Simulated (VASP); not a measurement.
# BN (P6_3mc) in VASP: further runs, part 2 of 2

VASP 6.6.1. Earlier steps stand in the parts before.

### 4 Single point, PBEsol

INCAR reads:

```
SYSTEM = BN
ALGO = Normal ; EDIFF = 1E-6
ENCUT = 520 ; GGA = PS
ISIF = 2 ; ISMEAR = 0
LASPH = .True. ; LCHARG = .False.
LREAL = .False. ; LWAVE = .False.
NBANDS = 16 ; NELM = 100
PREC = Accurate ; SIGMA = 0.01
```

KPOINTS reads:

```
k-points
0
Gamma
  9 9 6
  0 0 0
```

POSCAR reads:

```
BN
1.0
    2.5659661661      0.0000000000      0.0000000000
   -1.2829830830      2.2221918851      0.0000000000
    0.0000000000      0.0000000000      4.1977517949
B N
2 2
Direct
    0.3333333333      0.6666666667     -0.0003696467
    0.6666666667      0.3333333333      0.4996303533
    0.3333333333      0.6666666667      0.3743696467
    0.6666666667      0.3333333333      0.8743696467
```

Potentials or basis: VASP PAW PBE potentials, release 64 (B, N).

Command:

```
$ cat potpaw_PBE.64/B/POTCAR potpaw_PBE.64/N/POTCAR > POTCAR
$ mpirun -np 1 vasp_std > vasp.out
```

OUTCAR:

```text
SYSTEM = BN
   EDIFF = 1E-6
   ENCUT = 520
   GGA = PS
   ISIF = 2
   ISMEAR = 0
   LASPH = .True.
   LREAL = .False.
   NELM = 100
   PREC = Accurate

 ion  position               nearest neighbor table
   1  0.333  0.667  1.000-   4 1.57   4 1.57   4 1.57   3 1.57
   2  0.667  0.333  0.500-   3 1.57   3 1.57   3 1.57   4 1.57
   3  0.333  0.667  0.374-   2 1.57   2 1.57   2 1.57   1 1.57
   4  0.667  0.333  0.874-   1 1.57   1 1.57   1 1.57   2 1.57

  LATTYP: Found a hexagonal cell.
 ALAT       =     2.5659661661
 C/A-ratio  =     1.6359341952

  Lattice vectors:

 A1 = (   2.5659661661,   0.0000000000,   0.0000000000)
 A2 = (  -1.2829830830,   2.2221918851,   0.0000000000)
 A3 = (   0.0000000000,   0.0000000000,   4.1977517949)

Analysis of symmetry for initial positions (statically):
=====================================================================
 Subroutine PRICEL returns:
 Original cell was already a primitive cell.

 Routine SETGRP: Setting up the symmetry group for a
[... 174 lines left out ...]

 E-fermi :   7.4650     XC(G=0): -12.9425

 val. band max:        7.3479660326   @ k =   0.0000   0.0000   0.0000
 cond. band min:      12.3793622283   @ k =   0.3333   0.3333   0.0000
 fundamental gap:      5.0313961957
 Fermi energy:         7.4650153459

 k-point     1 :       0.0000    0.0000    0.0000
  band No.  band energies     occupation
      1     -12.9214      2.00000
      2      -8.6802      2.00000
      3      -3.5031      2.00000
      4       5.1603      2.00000
      5       5.1603      2.00000
      6       7.1229      2.00000
[... 433 lines left out ...]
      3      -1.6999      2.00000
      4      -0.4200      2.00000
      5      -0.4200      2.00000
      6       1.6118      2.00000
[... 8 lines left out ...]
     15      23.1965      0.00000
     16      23.1965      0.00000

 [... further k-points ...]

------------------------ aborting loop because EDIFF is reached ----------------------------------------

  FORCE on cell =-STRESS in cart. coord.  units (eV):
  Direction    XX          YY          ZZ          XY          YZ          ZX
  --------------------------------------------------------------------------------------
  -------------------------------------------------------------------------------------
  Total       -1.4331820     -1.4331820      0.1092059     -0.0000000      0.0000000      0.0000000
  in kB      -95.9318213    -95.9318213      7.3098345     -0.0000000      0.0000000      0.0000000
  external PRESSURE =     -61.5179360 kB  Pullay stress =       0.0000000 kB

 VOLUME and BASIS-vectors are now :
 -----------------------------------------------------------------------------
  energy-cutoff  :      520.00
  volume of cell :       23.94
      direct lattice vectors                 reciprocal lattice vectors
     2.565966166  0.000000000  0.000000000     0.389716752  0.225003072  0.000000000
    -1.282983083  2.222191885  0.000000000     0.000000000  0.450006143  0.000000000
     0.000000000  0.000000000  4.197751795     0.000000000  0.000000000  0.238222756

 POSITION                                       TOTAL-FORCE (eV/Angst)
 -----------------------------------------------------------------------------------
     -0.00000      1.48146      4.19620         0.000000     -0.000000     -0.000558
      1.28298      0.74073      2.09732         0.000000      0.000000     -0.000558
     -0.00000      1.48146      1.57151         0.000000     -0.000000      0.000558
      1.28298      0.74073      3.67039        -0.000000      0.000000      0.000558
 -----------------------------------------------------------------------------------
    total drift:                               -0.000000     -0.000000     -0.000256

  FREE ENERGIE OF THE ION-ELECTRON SYSTEM (eV)
  ---------------------------------------------------
  free  energy   TOTEN  =       -36.6130386569 eV

  energy  without entropy=      -36.6130386569  energy(sigma->0) =      -36.61303866
```

OSZICAR:

```text
N       E                     dE             d eps       ncg     rms          rms(c)
DAV:   1     0.371754603046E+02    0.37175E+02   -0.83782E+03  1536   0.977E+02
DAV:   2    -0.360816249598E+02   -0.73257E+02   -0.68006E+02  2296   0.227E+02
DAV:   3    -0.384708014167E+02   -0.23892E+01   -0.23839E+01  1688   0.377E+01
DAV:   4    -0.384763351780E+02   -0.55338E-02   -0.55334E-02  1904   0.209E+00
DAV:   5    -0.384763500998E+02   -0.14922E-04   -0.14922E-04  1672   0.997E-02    0.918E+00
DAV:   6    -0.368051668441E+02    0.16712E+01   -0.20171E+00  1960   0.128E+01    0.443E+00
DAV:   7    -0.366532713377E+02    0.15190E+00   -0.28390E-01  1936   0.423E+00    0.265E+00
DAV:   8    -0.366141692993E+02    0.39102E-01   -0.49464E-02  1872   0.170E+00    0.243E-01
DAV:   9    -0.366129503074E+02    0.12190E-02   -0.19481E-03  1784   0.494E-01    0.122E-01
DAV:  10    -0.366130371083E+02   -0.86801E-04   -0.25627E-04  1832   0.129E-01    0.196E-02
DAV:  11    -0.366130385769E+02   -0.14686E-05   -0.19257E-05  1984   0.405E-02    0.115E-02
DAV:  12    -0.366130386569E+02   -0.80028E-07   -0.28451E-06  1672   0.165E-02
   1 F= -.36613039E+02 E0= -.36613039E+02  d E =-.732589E-64
```

stdout:

```text
POSCAR found type information on POSCAR B N
 POSCAR found :  2 types and       4 ions
 scaLAPACK will be used
 -----------------------------------------------------------------------------
|                                                                             |
|                                                                             |
|     You enforced a specific xc type in the INCAR file but a different       |
|     I HOPE YOU KNOW WHAT YOU ARE DOING!                                     |
|                                                                             |
 -----------------------------------------------------------------------------

 LDA part: xc-table for (Slater+PW92), standard interpolation
 POSCAR, INCAR and KPOINTS ok, starting setup
 FFT: planning ... GRIDC
 FFT: planning ... GRID_SOFT
 FFT: planning ... GRID
 WAVECAR not read
 entering main loop
```

It took 26 s on 1 thread of Intel Xeon 8259CL, shared host; peak memory 0.14 GiB.

What came out:

```
Free energy            : -36.6130 eV
Pressure               : -6.2 GPa
Band gap on the k mesh : 5.03 eV (least direct gap 8.07 eV)
```

Stress tensor (GPa, compression positive):
```
-9.59  0.00  0.00
 0.00 -9.59  0.00
 0.00  0.00  0.73
```

Levels at points of the mesh, in eV from the valence-band top:
```tsv
k point	band 5	band 6	band 7	band 8	band 9	band 10	band 11	band 12
(0.00, 0.00, 0.00)	-2.19	-0.23	0.00	0.00	8.16	8.16	8.82	9.11
(0.00, 0.00, 0.50)	-1.21	-1.21	-1.21	-1.21	9.16	9.16	9.73	9.73
```

Caveat: the cell stands under tension; the PAW data sets were made with another functional, which shifts forces and pressure a little; an odd mesh through Γ misses points on the zone boundary, where band edges can lie.

### 5 Single point, PBEsol (strained cell)

INCAR reads:

```
SYSTEM = BN
ALGO = Normal
EDIFF = 1E-7
ENCUT = 520
GGA = PS
ISIF = 2
ISMEAR = 0
LASPH = .TRUE.
LCHARG = .FALSE.
LREAL = .FALSE.
LWAVE = .FALSE.
NBANDS = 16
NELM = 60
PREC = Accurate
SIGMA = 0.02
```

KPOINTS reads:

```
k-points
0
G
  9 9 6
  0 0 0
```

POSCAR reads:

```
BN
1.0
    2.5659661661      0.0000000000      0.0000000000
   -1.2829830830      2.2221918851      0.0000000000
    0.0000000000      0.0000000000      4.3035180260
B N
2 2
Direct
    0.3333333333      0.6666666667     -0.0005252657
    0.6666666667      0.3333333333      0.4994747343
    0.3333333333      0.6666666667      0.3745252657
    0.6666666667      0.3333333333      0.8745252657
```

Command:

```
$ cat potpaw_PBE.64/B/POTCAR potpaw_PBE.64/N/POTCAR > POTCAR
$ mpirun -np 1 vasp_std > vasp.out
```

Run time: 27 s. Hardware: 1 thread of Intel Xeon 8259CL, shared host; peak memory 0.14 GiB.

It converged, with:

* Free energy: -36.5707 eV
* Pressure: -14.8 GPa
* Largest force: 0.009 eV/Å
* Band gap on the k mesh: 5.00 eV (least direct gap 7.85 eV)

Forces on the atoms (eV/Å):
```
B    0.000  0.000  0.009
B    0.000  0.000  0.009
N    0.000  0.000 -0.009
N    0.000  0.000 -0.009
```

Stress tensor (GPa, compression positive):
```
-10.72   0.00   0.00
  0.00 -10.72   0.00
  0.00   0.00 -23.01
```

Levels at points of the mesh, in eV from the valence-band top:
```tsv
k point	band 6	band 7	band 8	band 9	band 10	band 11
(0.00, 0.00, 0.00)	-0.28	0.00	0.00	7.85	8.30	8.30
(0.00, 0.00, 0.50)	-1.08	-1.08	-1.08	9.27	9.27	9.76
```

Caveat: the cell differs from its parent crystal (strained cell); the cell stands under tension; the PAW data sets were made with another functional, which shifts forces and pressure a little; an odd mesh through Γ misses points on the zone boundary, where band edges can lie.

### 6 Relaxation of the atoms, PBEsol (strained cell)

INCAR reads:

```
SYSTEM = BN
PREC = Accurate ; ENCUT = 520
EDIFF = 1E-6 ; ISMEAR = 0
SIGMA = 0.02 ; LREAL = .False.
LASPH = .True. ; NELM = 80
ALGO = Normal ; ISIF = 2
LWAVE = .False. ; LCHARG = .False.
GGA = PS ; IBRION = 2
NSW = 60 ; EDIFFG = -0.002
```

KPOINTS reads:

```
Automatic mesh
0
Gamma
  9 9 6
  0 0 0
```

POSCAR reads:

```
BN
1.0
    2.5659661661      0.0000000000      0.0000000000
   -1.2829830830      2.2221918851      0.0000000000
    0.0000000000      0.0000000000      4.1774383964
B N
2 2
Direct
    0.3333333333      0.6666666667     -0.0002373568
    0.6666666667      0.3333333333      0.4997626432
    0.3333333333      0.6666666667      0.3742373568
    0.6666666667      0.3333333333      0.8742373568
```

Potentials or basis: VASP PAW PBE potentials, release 64 (B, N).

Command:

```
$ cat potpaw_PBE.64/B/POTCAR potpaw_PBE.64/N/POTCAR > POTCAR
$ mpirun -np 1 vasp_std > vasp.out
```

It took 37 s on 1 thread of Intel Xeon 8259CL, shared host; peak memory 0.14 GiB.

Results (log left out):

| Item | Value |
| --- | --- |
| Free energy | -36.6105 eV |
| Energy gained by relaxing | 0.0 meV/atom |
| Ionic steps | 3 |
| Pressure after relaxing | -4.3 GPa |
| Band gap on the k mesh | 5.05 eV (least direct gap 8.06 eV) |

Stress tensor (GPa, compression positive):
```
-9.35  0.00  0.00
 0.00 -9.35  0.00
 0.00  0.00  5.81
```

Final structure:
```cif
data_structure
_symmetry_space_group_name_H-M 'P 1'
_symmetry_Int_Tables_number 1
_cell_length_a 2.5660
_cell_length_b 2.5660
_cell_length_c 4.1774
_cell_angle_alpha 90.000
_cell_angle_beta 90.000
_cell_angle_gamma 120.000
_cell_volume 23.82
loop_
_atom_site_label
_atom_site_type_symbol
_atom_site_fract_x
_atom_site_fract_y
_atom_site_fract_z
_atom_site_occupancy
B1 B 0.33333 0.66667 0.99957 1
B2 B 0.66667 0.33333 0.49957 1
N1 N 0.33333 0.66667 0.37443 1
N2 N 0.66667 0.33333 0.87443 1
```

Levels at points of the mesh, in eV from the valence-band top:
```
           k point  band 5  band 6  band 7  band 8  band 9  band 10  band 11  band 12
(0.00, 0.00, 0.00)   -2.23   -0.21    0.00    0.00    8.14     8.14     9.00     9.08
(0.00, 0.00, 0.50)   -1.24   -1.24   -1.24   -1.24    9.14     9.14     9.73     9.73
```

Caveat: the cell differs from its parent crystal (strained cell); the PAW data sets were made with another functional, which shifts forces and pressure a little; an odd mesh through Γ misses points on the zone boundary, where band edges can lie.

### 7 Summary

```tsv
task	cell	smearing	gap on the mesh (eV)	pressure (GPa)
single point	a = 2.566, b = 2.566, c = 4.198 Å, angles 90.0, 90.0, 120.0°, 4 atoms	gaussian 0.02 eV	5.03	-6.2
single point	a = 2.566, b = 2.566, c = 4.198 Å, angles 90.0, 90.0, 120.0°, 4 atoms	gaussian 0.01 eV	5.03	-6.2
single point	a = 2.566, b = 2.566, c = 4.304 Å, angles 90.0, 90.0, 120.0°, 4 atoms	gaussian 0.02 eV	5.00	-14.8
relaxation of the atoms	atoms relaxed from a = 2.566, b = 2.566, c = 4.177 Å, angles 90.0, 90.0, 120.0°, 4 atoms	gaussian 0.02 eV	5.05	-4.3
```

Alike in all rows: level PBEsol; potentials or basis VASP PAW PBE potentials, release 64 (B, N); no spin polarisation; k mesh 9 × 9 × 6; cutoff (eV) 520.

Caveats: the PAW data sets were made with another functional, which shifts forces and pressure a little; an odd mesh through Γ misses points on the zone boundary, where band edges can lie; the cell stands under tension (at least some runs).

Total energies depend on the potentials used, so only differences within one code and one set of settings carry meaning.
